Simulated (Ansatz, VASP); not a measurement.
TaSi2 in VASP and in Ansatz

INCAR

```
ALGO     = Normal         # electronic algorithm
EDIFF    = 1E-7           # SCF threshold, eV
ENCUT    = 520            # plane-wave cutoff, eV
GGA      = PE             # functional
ISIF     = 2              # what is computed and relaxed
ISMEAR   = -1             # smearing method
LASPH    = True           # aspherical terms in the spheres
LCHARG   = False          # write CHGCAR
LREAL    = Auto         
LWAVE    = False          # write WAVECAR
NBANDS   = 94             # bands
NELM     = 60             # most SCF steps
PREC     = Accurate       # precision mode
SIGMA    = 0.2775         # smearing width, eV
```

KPOINTS

```
k-points
0
Gamma
  3 3 3
```

File POSCAR:

```
TaSi2
1.0
    7.2389490000     -0.0789630000     -0.1139910000
   -0.0789630000      7.5148510000      0.0255970000
   -0.1139910000      0.0255970000      7.3977730000
Si Ta
16 8
Direct
    0.4227576549      0.5775796053      0.7536328380
    0.5703859073      0.8248316762      0.3910583527
    0.5744747796      0.7886251738      0.9983550802
    0.1006097134      0.1402587998      0.5539443980
    0.6543642099      0.3027279043      0.7776646919
    0.8461621806      0.8843529561      0.2074232690
    0.1408463143      0.9946398982      0.0963158635
    0.3489138906      0.3628952482      0.1437500114
    0.2161323859      0.6521931512      0.4567605419
    0.6138828151      0.4879346665      0.0871962352
    0.4072127376      0.1068978498      0.4809504216
    0.1472089616      0.7474544208      0.7876692116
    0.1825462427      0.3517261597      0.8327697951
    0.5448602618      0.9284928396      0.7029650916
    0.0090823653      0.3296163989      0.1209161278
    0.8353063710      0.5740237827      0.2671559591
    0.7923508587      0.1445444423      0.3555862798
    0.8695981600      0.8095378042      0.5944765473
    0.5977085921      0.4636334906      0.4671225366
    0.9649503829      0.4653205840      0.5637182605
    0.5122322527      0.1095737503      0.0334244809
    0.8493078057      0.5792024256      0.8891040934
    0.8393485188      0.0368895328      0.8893985476
    0.3090694582      0.7039258075      0.1367311198
```

Input for Ansatz:

```yaml
crystal:
  lattice:
    - [7.238949, -0.078963, -0.113991]
    - [-0.078963, 7.514851, 0.025597]
    - [-0.113991, 0.025597, 7.397773]
  atoms:
    - { symbol: Si, position: [0.4227576549, 0.5775796053, 0.753632838] }
    - { symbol: Si, position: [0.5703859073, 0.8248316762, 0.3910583527] }
    - { symbol: Si, position: [0.5744747796, 0.7886251738, 0.9983550802] }
    - { symbol: Si, position: [0.1006097134, 0.1402587998, 0.553944398] }
    - { symbol: Si, position: [0.6543642099, 0.3027279043, 0.7776646919] }
    - { symbol: Si, position: [0.8461621806, 0.8843529561, 0.207423269] }
    - { symbol: Si, position: [0.1408463143, 0.9946398982, 0.0963158635] }
    - { symbol: Si, position: [0.3489138906, 0.3628952482, 0.1437500114] }
    - { symbol: Si, position: [0.2161323859, 0.6521931512, 0.4567605419] }
    - { symbol: Si, position: [0.6138828151, 0.4879346665, 0.0871962352] }
    - { symbol: Si, position: [0.4072127376, 0.1068978498, 0.4809504216] }
    - { symbol: Si, position: [0.1472089616, 0.7474544208, 0.7876692116] }
    - { symbol: Si, position: [0.1825462427, 0.3517261597, 0.8327697951] }
    - { symbol: Si, position: [0.5448602618, 0.9284928396, 0.7029650916] }
    - { symbol: Si, position: [0.0090823653, 0.3296163989, 0.1209161278] }
    - { symbol: Si, position: [0.835306371, 0.5740237827, 0.2671559591] }
    - { symbol: Ta, position: [0.7923508587, 0.1445444423, 0.3555862798] }
    - { symbol: Ta, position: [0.86959816, 0.8095378042, 0.5944765473] }
    - { symbol: Ta, position: [0.5977085921, 0.4636334906, 0.4671225366] }
    - { symbol: Ta, position: [0.9649503829, 0.465320584, 0.5637182605] }
    - { symbol: Ta, position: [0.5122322527, 0.1095737503, 0.0334244809] }
    - { symbol: Ta, position: [0.8493078057, 0.5792024256, 0.8891040934] }
    - { symbol: Ta, position: [0.8393485188, 0.0368895328, 0.8893985476] }
    - { symbol: Ta, position: [0.3090694582, 0.7039258075, 0.1367311198] }
basis:
  ecutwfc: 420
kpoints:
  mp_grid: { grid: [3, 3, 3] }
hamiltonian:
  xc: pbe
scf:
  occupations: { method: fermi_dirac, width: 0.2775 }
output:
  forces: true
  stress: true
  eigenvalues: true
  populations: true
  write_density: true
  write_potential: true
  elf: true
  volumetric_format: npy
```

Alike in both runs: task single point; functional PBE; k mesh 3 × 3 × 3; occupations fermi-dirac, width 0.2775 eV; no spin polarisation.

|  | VASP | Ansatz |
| --- | --- | --- |
| version | VASP 6.6.1 | Ansatz 0.2.0 |
| potentials or method | VASP PAW PBE potentials, release 64 (Si, Ta_pv), cutoff 520 eV | scalar-relativistic, plane waves, PAW |
| valence electrons in the cell | 152 | 168 |

```tsv
	VASP	Ansatz	Ansatz less VASP
gap on the k mesh at the Fermi level (eV)	none	none	-
rms of the force components (eV/Å)	1.257	1.256	-0.0009
```

Atom by atom the forces differ by 0.007 eV/Å (rms over components). A gap of «none» marks a metal or a gap that the smearing closes. With one functional, cell and mesh, what is left measures potentials, basis and numerics. VASP's potentials hold 152 valence electrons a cell and Ansatz's 168, so a difference there can come from the potentials and not from the codes.

Spin-orbit coupling is off throughout.
